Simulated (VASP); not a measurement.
Here is a VASP 6.6.1 calculation.

File INCAR:

```
PREC = Accurate ; ENCUT = 520
EDIFF = 1E-6 ; ISMEAR = 0
SIGMA = 0.1 ; LREAL = Auto
LASPH = T ; NELM = 100
ALGO = Fast ; ISIF = 2
LWAVE = F ; LCHARG = T
GGA = PE ; LELF = T
LVHAR = T ; NBANDS = 66
```

KPOINTS

```
regular mesh
0
Gamma
  7 6 5
```

The input POSCAR:

```
AlNi
1.0
    5.2379340000     -0.1382070000      0.0399190000
    2.5790480000     -0.2774790000     -6.1049390000
    2.4807600000      6.1417140000      0.2283350000
Al Ni
8 8
Direct
    0.9978448683      0.4651435330      0.5535209113
    0.2041282356      0.0286467597      0.4750081331
    0.5112897082      0.4509613791      0.5385125545
    0.0429017790      0.9719057191      0.0279904883
    0.2491838781      0.5354109541      0.9494794391
    0.7357273244      0.5496072920      0.9644837006
    0.5045956317      0.2712770919      0.2020692775
    0.7424431980      0.7292783113      0.3009322306
    0.7322978613      0.0468281229      0.4529101782
    0.5147290860      0.9537304324      0.0500960687
    0.2518181988      0.6878697008      0.2868066299
    0.2486207293      0.2170523220      0.7854586951
    0.5084792973      0.7850267059      0.7037244818
    0.9952055458      0.3126943696      0.2161922515
    0.7385544501      0.2155363027      0.7992754664
    0.9984134934      0.7835051262      0.7175451461
```

Potentials or basis: VASP PAW PBE potentials, release 64 (Al, Ni).

Run with:

```bash
$ cat potpaw_PBE.64/Al/POTCAR potpaw_PBE.64/Ni/POTCAR > POTCAR
$ mpirun -np 1 vasp_std > vasp.out
```

(1) Predict the pressure.

(2) Estimate the largest force.

(3) Estimate the band gap on the k mesh.

Answers

(1) 0.1 GPa.

(2) 0.118 eV/Å.

(3) zero (bands 52 and 53 overlap by 0.68 eV).
